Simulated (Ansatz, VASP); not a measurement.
# FeGe: VASP beside Ansatz

The input POSCAR:

```
FeGe
1.0
    4.7124210000      0.0000000000      0.0000000000
    0.0000000000      4.7124210000      0.0000000000
    0.0000000000      0.0000000000      4.7124210000
Ge Fe
4 4
Direct
    0.8420000000      0.8420000000      0.8420000000
    0.6580000000      0.1580000000      0.3420000000
    0.3420000000      0.6580000000      0.1580000000
    0.1580000000      0.3420000000      0.6580000000
    0.1350000000      0.1350000000      0.1350000000
    0.3650000000      0.8650000000      0.6350000000
    0.6350000000      0.3650000000      0.8650000000
    0.8650000000      0.6350000000      0.3650000000
```

File INCAR.step1:

```
PREC = Accurate
ENCUT = 520
ISMEAR = -1
SIGMA = 0.1078
LREAL = False
LASPH = True
NELM = 100
NBANDS = 54
GGA = PE
ALGO = Normal
EDIFF = 1E-4
LWAVE = True
LCHARG = False
```

File INCAR.step2:

```
PREC = Accurate
ENCUT = 520
EDIFF = 1E-7
ISMEAR = -1
SIGMA = 0.1078
LREAL = False
LASPH = True
NELM = 100
ALGO = Normal
ISIF = 2
LWAVE = False
LCHARG = False
METAGGA = R2SCAN
LMIXTAU = True
NBANDS = 54
ISTART = 1
```

KPOINTS

```
Automatic mesh
0
Gamma
  7 7 7
```

Input for Ansatz:

```yaml
crystal:
  lattice:
    - [4.712421, 0.0, 0.0]
    - [0.0, 4.712421, 0.0]
    - [0.0, 0.0, 4.712421]
  atoms:
    - { symbol: Ge, position: [0.842, 0.842, 0.842] }
    - { symbol: Ge, position: [0.658, 0.158, 0.342] }
    - { symbol: Ge, position: [0.342, 0.658, 0.158] }
    - { symbol: Ge, position: [0.158, 0.342, 0.658] }
    - { symbol: Fe, position: [0.135, 0.135, 0.135] }
    - { symbol: Fe, position: [0.365, 0.865, 0.635] }
    - { symbol: Fe, position: [0.635, 0.365, 0.865] }
    - { symbol: Fe, position: [0.865, 0.635, 0.365] }
  symmetry: { tolerance: 0.0003 }
kpoints:
  mp_grid: { grid: [7, 7, 7], shift: [0, 0, 0] }
  band_path:
    path:
      - [0.0, 0.0, 0.0]
      - [0.0, 0.5, 0.0]
      - [0.5, 0.5, 0.0]
      - [0.0, 0.0, 0.0]
      - [0.5, 0.5, 0.5]
      - [0.0, 0.5, 0.0]
      - [0.5, 0.5, 0.5]
      - [0.5, 0.5, 0.0]
      - [0.5, 0.0, 0.0]
    npoints: 7
magnetization:
  spin_polarized: false
scf:
  occupations: { method: fermi_dirac, width: 0.1078 }
  lower_state_search: "off"
  max_iter: 200
hamiltonian:
  pseudopotentials: { kind: paw }
  xc: r2scan
basis:
  ecutwfc: 500
  fft_grid_basis: typed
output:
  forces: true
  stress: true
  eigenvalues: true
  bader: true
  populations: true
  elf: true
  write_potential: true
  volumetric_format: npy
  dos:
    e_range: [-12, 8]
    de: 0.05
    projected: { site_lists: { Fe: [Fe], Ge: [Ge] } }
checkpoint:
  read: saved_state
```

Alike in both runs: task single point; functional r2SCAN; k mesh 7 × 7 × 7; occupations fermi-dirac, width 0.1078 eV; no spin polarisation.

|  | VASP | Ansatz |
| --- | --- | --- |
| version | VASP 6.6.1 | Ansatz 0.2.0 |
| potentials or method | VASP PAW PBE potentials, release 64 (Ge_d, Fe), cutoff 520 eV | PAW plane waves |
| valence electrons in the cell | 88 | 120 |

Ansatz gave:

- pressure (GPa): -13.9
- rms of the force components (eV/Å): 0.215

Task: Estimate VASP's values.

Result: Pressure (GPa): -13.8; rms of the force components (eV/Å): 0.213.

VASP's potentials were made for PBE, not for r2SCAN. Atom by atom the forces differ by 0.010 eV/Å (rms over components). The functional is the same, so the differences come from potentials, cutoffs and numerics. VASP's potentials hold 88 valence electrons a cell and Ansatz's 120, so a difference there can come from the potentials and not from the codes.
